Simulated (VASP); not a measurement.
Input of a VASP 6.6.1 run:

Contents of INCAR:

```
SYSTEM = CaO
ALGO     = Normal         ! electronic algorithm
EDIFF    = 1E-7           ! SCF threshold, eV
ENCUT    = 520            ! plane-wave cutoff, eV
GGA      = PE             ! functional
ISIF     = 2              ! what is computed and relaxed
ISMEAR   = 0              ! smearing method
LASPH    = .TRUE.         ! aspherical terms in the spheres
LCHARG   = .TRUE.         ! write CHGCAR
LELF     = .TRUE.         ! ELF
LREAL    = .FALSE.        ! projectors in reciprocal space
LVHAR    = .TRUE.       
LWAVE    = .FALSE.        ! write WAVECAR
NBANDS   = 15             ! bands
NELM     = 60             ! most SCF steps
PREC     = Accurate       ! precision mode
SIGMA    = 0.01           ! smearing width, eV
```

Contents of KPOINTS:

```
k-points
0
G
  6 6 6
  0 0 0
```

Contents of POSCAR:

```
CaO
1.0
    0.0000000000      2.7110010085      2.7110010085
    2.7110010085      0.0000000000      2.7110010085
    2.7110010085      2.7110010085      0.0000000000
Ca O
1 1
Direct
    0.0000000000      0.0000000000      0.0000000000
    0.2500000000      0.2500000000      0.2500000000
```

Potentials or basis: VASP PAW PBE potentials, release 64 (Ca_sv, O).

Launch:

```sh
$ cat potpaw_PBE.64/Ca_sv/POTCAR potpaw_PBE.64/O/POTCAR > POTCAR
$ mpirun -np 1 vasp_std > vasp.out
```

Question: Predict the band gap on the k mesh.

Answer: 2.93 eV (least direct gap 3.37 eV).

Question: Estimate the pressure.

Answer: -5.9 GPa.

Caveat: the cell differs from its parent crystal (strain +4.0%); the cell stands under tension. A k mesh can miss the band edges.
